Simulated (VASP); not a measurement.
Set up this calculation in VASP 6.6.1, as the native input.

| Quantity | Value |
| --- | --- |
| Task | single point |
| Functional | r2SCAN |
| Potentials or basis | VASP PAW PBE potentials, release 64 (In_d, As) |
| Cutoff | 520 eV |
| k mesh | 20 × 20 × 20 |
| Occupations | gaussian, width 0.1 eV |
| Spin | no spin polarisation |
| Dipole correction | no |
| Further INCAR settings | ALGO = Normal; EDIFF = 1e-06; NBANDS = 16 |

Crystal: InAs (rock salt).

```xyz
2
Lattice="0.0000 2.6969 2.6969 2.6969 0.0000 2.6969 2.6969 2.6969 0.0000" Properties=species:S:1:pos:R:3 pbc="T T T"
In    0.0000    0.0000    0.0000
As    2.6969    2.6969    2.6969
```

This cell differs from its parent crystal: volume scaled by 0.87.

One way to write it, as run:

POSCAR

```
InAs
1.0
    0.0000000000      2.6968587654      2.6968587654
    2.6968587654      0.0000000000      2.6968587654
    2.6968587654      2.6968587654      0.0000000000
In As
1 1
Direct
    0.0000000000      0.0000000000      0.0000000000
    0.5000000000      0.5000000000      0.5000000000
```

INCAR.step1

```
  PREC = Accurate
  ENCUT = 520
  ISMEAR = 0
  SIGMA = 0.1
  LREAL = F
  LASPH = T
  NELM = 100
  NBANDS = 16
  GGA = PE
  ALGO = Normal
  EDIFF = 1E-4
  LWAVE = T
  LCHARG = F
```

INCAR.step2

```
  PREC = Accurate
  ENCUT = 520
  EDIFF = 1E-6
  ISMEAR = 0
  SIGMA = 0.1
  LREAL = F
  LASPH = T
  NELM = 100
  ALGO = Normal
  ISIF = 2
  LWAVE = F
  LCHARG = T
  METAGGA = R2SCAN
  LMIXTAU = T
  LELF = T
  LVHAR = T
  NBANDS = 16
  ISTART = 1
```

KPOINTS

```
regular mesh
0
Gamma
  20 20 20
```

Potentials or basis: VASP PAW PBE potentials, release 64 (In_d, As).

The run is started by

```bash
$ cat potpaw_PBE.64/In_d/POTCAR potpaw_PBE.64/As/POTCAR > POTCAR
$ cp INCAR.step1 INCAR
$ mpirun -np 1 vasp_std > vasp.out
$ cp INCAR.step2 INCAR
$ mpirun -np 1 vasp_std > vasp.out
```

It gave:

* Pressure: 16.7 GPa
* Band gap on the k mesh: zero (band 9 reaches 8.58 eV, above the bottom of band 10 at 5.56 eV)

Caveat: the PAW data sets were made with another functional, which shifts forces and pressure a little; spin-orbit coupling is left out, which moves the levels of the heavy elements.

It took 9.1 min on 1 thread of Intel(R) Xeon(R) Platinum 8488C (Sapphire Rapids), on a shared host, peak memory 0.29 GiB.
